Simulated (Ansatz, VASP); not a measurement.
## Mg3GeN: VASP beside Ansatz

```xyz
5
Lattice="5.9626 0.0000 0.0000 -2.9813 5.1638 0.0000 0.0000 0.0000 3.8024" Properties=species:S:1:pos:R:3 pbc="T T T"
Mg    2.9813    0.0000    0.0000
Mg   -1.4907    2.5819    0.0000
Mg    1.4907    2.5819    0.0000
Ge    0.0000    0.0000    0.0000
N     0.0000    0.0000    1.9012
```

Alike in both runs: functional PBE; k mesh 6 × 6 × 4; occupations gaussian, width 0.1 eV; no spin polarisation.

Ansatz relaxed the structure, and its values are those at the end. VASP's run is a single point on that final structure, the one shown.

|  | VASP | Ansatz |
| --- | --- | --- |
| version | VASP 6.6.1 | Ansatz 0.2.0 |
| potentials or method | VASP PAW PBE potentials, release 64 (Mg, Ge_d, N), cutoff 520 eV | scalar-relativistic, plane waves, PAW |
| valence electrons in the cell | 25 | 49 |

|  | VASP | Ansatz | Ansatz less VASP |
| --- | --- | --- | --- |
| gap on the k mesh at the Fermi level (eV) | none | none | - |
| pressure (GPa) | -0.1 | 0.0 | +0.10 |

A gap of «none» marks a metal or a gap that the smearing closes. VASP's potentials hold 25 valence electrons a cell and Ansatz's 49, so a difference there can come from the potentials and not from the codes.

The k mesh is coarse, so the values compare programs but aren't converged.
